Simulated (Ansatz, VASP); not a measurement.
**LiF in VASP and in Ansatz**

Contents of POSCAR:

```
LiF
1.0
    0.0000000000      1.9449999469      1.9449999469
    1.9449999469      0.0000000000      1.9449999469
    1.9449999469      1.9449999469      0.0000000000
Li F
1 1
Direct
    0.0000000000      0.0000000000      0.0000000000
    0.5000000000      0.5000000000      0.5000000000
```

INCAR.step1

```
PREC     = Accurate       # precision mode
ENCUT    = 520            # plane-wave cutoff, eV
ISMEAR   = 0              # smearing method
SIGMA    = 0.01           # smearing width, eV
LREAL    = F              # projectors in reciprocal space
LASPH    = T              # aspherical terms in the spheres
NELM     = 100            # most SCF steps
NBANDS   = 12             # bands
GGA      = PE             # functional
ALGO     = Normal         # electronic algorithm
EDIFF    = 1E-4           # SCF threshold, eV
LWAVE    = T              # write WAVECAR
LCHARG   = F              # write CHGCAR
```

Contents of INCAR.step2:

```
PREC     = Accurate       # precision mode
ENCUT    = 520            # plane-wave cutoff, eV
EDIFF    = 1E-6           # SCF threshold, eV
ISMEAR   = 0              # smearing method
SIGMA    = 0.01           # smearing width, eV
LREAL    = F              # projectors in reciprocal space
LASPH    = T              # aspherical terms in the spheres
NELM     = 100            # most SCF steps
ALGO     = Normal         # electronic algorithm
ISIF     = 2              # what is computed and relaxed
LWAVE    = F              # write WAVECAR
LCHARG   = F              # write CHGCAR
METAGGA  = R2SCAN         # meta-GGA
LMIXTAU  = T            
NBANDS   = 12             # bands
ISTART   = 1
```

KPOINTS

```
Automatic mesh
0
Gamma
  10 10 10
```

Input for Ansatz:

```yaml
crystal:
  lattice:
    - [0.0, 1.9449999469, 1.9449999469]
    - [1.9449999469, 0.0, 1.9449999469]
    - [1.9449999469, 1.9449999469, 0.0]
  atoms:
    - { symbol: Li, position: [0.0, 0.0, 0.0] }
    - { symbol: F, position: [0.5, 0.5, 0.5] }
kpoints:
  mp_grid: { grid: [10, 10, 10] }
  band_path:
    path:
      - [0.0, 0.0, 0.0]
      - [0.5, 0.0, 0.5]
      - [0.625, 0.25, 0.625]
      - [0.375, 0.375, 0.75]
      - [0.5, 0.5, 0.5]
      - [0.5, 0.25, 0.75]
      - [-0.067708, 0.0, 0.067708]
    npoints: 1
hamiltonian:
  xc: r2scan
scf:
  occupations: { method: fixed }
  n_extra_bands: 4
output:
  forces: true
  stress: true
  eigenvalues: true
  write_density: true
  write_potential: true
  elf: true
  volumetric_format: npy
```

Change from the starting cell: hydrostatic strain -2.5%.

Alike in both runs: task single point; functional r2SCAN; k mesh 10 × 10 × 10; no spin polarisation.

```csv
,VASP,Ansatz
version,VASP 6.6.1,Ansatz 0.2.0
potentials or method,"VASP PAW PBE potentials, release 64 (Li_sv, F)","plane waves, PAW"
plane-wave cutoff (eV),520,500
occupations,"gaussian, width 0.01 eV",fixed
valence electrons in the cell,10,10
```

```csv
,VASP,Ansatz,Ansatz less VASP
gap on the k mesh at the Fermi level (eV),11.32,11.10,-0.220
```

VASP's potentials were made for PBE, not for r2SCAN.

Noted on VASP's run: the cutoff is short for stress, so the pressure is rough.
